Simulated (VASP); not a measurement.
Set up this calculation in VASP 6.6.1, as the native input.

```yaml
Task: single point
Functional: PBE
Potentials_or_basis: VASP PAW PBE potentials, release 64 (Ti_sv, Zn, H)
Cutoff: 520 eV
k_mesh: 10 × 10 × 10
Occupations: gaussian, width 0.1 eV
Spin: no spin polarisation
Dipole_correction: no
Further_INCAR_settings: ALGO = Normal; EDIFF = 1e-07; NBANDS = 32
```

The structure of Ti3ZnH lies in POSCAR:

```
Ti3ZnH
1.0
    3.9220247325      0.0000000000      0.0000000000
    0.0000000000      3.9220247325      0.0000000000
    0.0000000000      0.0000000000      3.9220247325
Ti Zn H
3 1 1
Direct
    0.0000000000      0.5000000000      0.5000000000
    0.5000000000      0.5000000000      0.0000000000
    0.5000000000      0.0000000000      0.5000000000
    0.0000000000      0.0000000000      0.0000000000
    0.5000000000      0.5000000000      0.5000000000
```

This cell differs from its parent crystal: volume scaled by 0.91.

One way to write it, as run:

INCAR

```
ALGO = Normal
EDIFF = 1E-7
ENCUT = 520
GGA = PE
ISIF = 2
ISMEAR = 0
LASPH = T
LCHARG = F
LREAL = F
LWAVE = F
NBANDS = 32
NELM = 60
PREC = Accurate
SIGMA = 0.1
```

KPOINTS

```
k-points
0
Gamma
  10 10 10
```

Potentials or basis: VASP PAW PBE potentials, release 64 (Ti_sv, Zn, H).

Run with:

```console
$ cat potpaw_PBE.64/Ti_sv/POTCAR potpaw_PBE.64/Zn/POTCAR potpaw_PBE.64/H/POTCAR > POTCAR
$ mpirun -np 1 vasp_std > vasp.out
```

Results of the run:

```yaml
Pressure: 13.5 GPa
```

It took 120 s on 1 thread of AMD EPYC 7R43 64-Core Processor (Zen 3), with other jobs on the host, peak memory 0.2 GiB.
